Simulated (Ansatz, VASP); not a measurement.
# One calculation of TePb, two programs

```
CELL_PARAMETERS angstrom
3.70973 0.00000 0.00000
0.00000 3.70973 0.00000
0.00000 0.00000 3.70973
ATOMIC_POSITIONS crystal
Pb 0.00000 0.00000 0.00000
Te 0.50000 0.50000 0.50000
```

Change from the starting cell: volume scaled by 0.8, PAW files.

Alike in both runs: task single point; functional PBE; k mesh 11 × 11 × 11; occupations fermi-dirac, width 0.1 eV; no spin polarisation.

|  | VASP | Ansatz |
| --- | --- | --- |
| version | VASP 6.6.1 | Ansatz 0.2.0 |
| potentials or method | VASP PAW PBE potentials, release 64 (Pb_d, Te) | PAW with Ansatz's default frozen-core files, scalar-relativistic |
| plane-wave cutoff (eV) | 520 | 420 |
| valence electrons in the cell | 20 | 30 |

|  | VASP | Ansatz | Ansatz less VASP |
| --- | --- | --- | --- |
| pressure (GPa) | 14.6 | 14.6 | +0.06 |

VASP's potentials hold 20 valence electrons a cell and Ansatz's 30, so a difference there can come from the potentials and not from the codes.

Neither program's run includes spin-orbit coupling.
